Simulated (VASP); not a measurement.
Here is a VASP 6.6.1 calculation.

The input INCAR:

```
SYSTEM = Pt
ALGO     = Normal         ! electronic algorithm
DIPOL    = 0.5 0.5 0.499
EDIFF    = 1E-7           ! SCF threshold, eV
ENCUT    = 520            ! plane-wave cutoff, eV
GGA      = PE             ! functional
IDIPOL   = 3            
ISIF     = 2              ! what is computed and relaxed
ISMEAR   = 0              ! smearing method
LASPH    = .True.         ! aspherical terms in the spheres
LCHARG   = .True.         ! write CHGCAR
LDIPOL   = .True.       
LELF     = .True.         ! ELF
LREAL    = .False.        ! projectors in reciprocal space
LVACPOTAV= .True.       
LVHAR    = .True.       
LWAVE    = .False.        ! write WAVECAR
NBANDS   = 28             ! bands
NELM     = 60             ! most SCF steps
PREC     = Accurate       ! precision mode
SIGMA    = 0.1            ! smearing width, eV
```

The input KPOINTS:

```
k-points
0
Gamma
  12 12 1
  0 0 0
```

POSCAR

```
Pt
1.0
    2.8072945027      0.0000000000      0.0000000000
   -1.4036472513      2.4311883552      0.0000000000
    0.0000000000      0.0000000000     23.8764390892
Pt
4
Direct
    0.6666666667      0.3333333333      0.3559994842
    0.3333333333      0.6666666667      0.4519998281
    0.0000000000      0.0000000000      0.5468120094
    0.6666666667      0.3333333333      0.6431272017
```

Potentials or basis: VASP PAW PBE potentials, release 64 (Pt).

The run is started by

```console
$ cat potpaw_PBE.64/Pt/POTCAR > POTCAR
$ mpirun -np 1 vasp_std > vasp.out
```

**Question.** Predict the largest force.

**Answer.** 0.034 eV/Å.

**Question.** Predict the band gap on the k mesh.

**Answer.** Zero (band 20 reaches 1.05 eV, above the bottom of band 21 at -0.32 eV).

Forces in eV/Å, atoms in the order of the input:
```
Pt   0.000  0.000 -0.028
Pt   0.000  0.000  0.034
Pt   0.000  0.000  0.011
Pt   0.000  0.000 -0.017
```

Caveat: spin-orbit coupling is left out, which moves the levels of the heavy elements.
